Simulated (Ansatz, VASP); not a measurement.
# LaSb: VASP beside Ansatz

```
La Sb
1.0
     0.00000    3.01239    3.01239
     3.01239    0.00000    3.01239
     3.01239    3.01239    0.00000
La Sb
1 1
Direct
  0.00000 0.00000 0.00000
  0.50000 0.50000 0.50000
```

Change from the starting cell: volume scaled by 0.8, LAPW.

Alike in both runs: task single point; functional LDA; k mesh 10 × 10 × 10; occupations fermi-dirac, width 0.05 eV; no spin polarisation.

```csv
,VASP,Ansatz
version,VASP 6.6.1,Ansatz 0.2.0
potentials or method,"VASP PAW LDA potentials, release 64 (La, Sb), cutoff 520 eV","all-electron LAPW, scalar-relativistic"
```

VASP gave:

* pressure (GPa): 16.1

**Question.** What did Ansatz give for the same quantities?

**Answer.** Pressure (GPa): 16.0.

LDA's correlation is that of Perdew and Zunger in VASP and of Perdew and Wang (1992) in Ansatz. Ansatz ran all-electron here, and VASP with PAW potentials.

Spin-orbit coupling is off throughout.
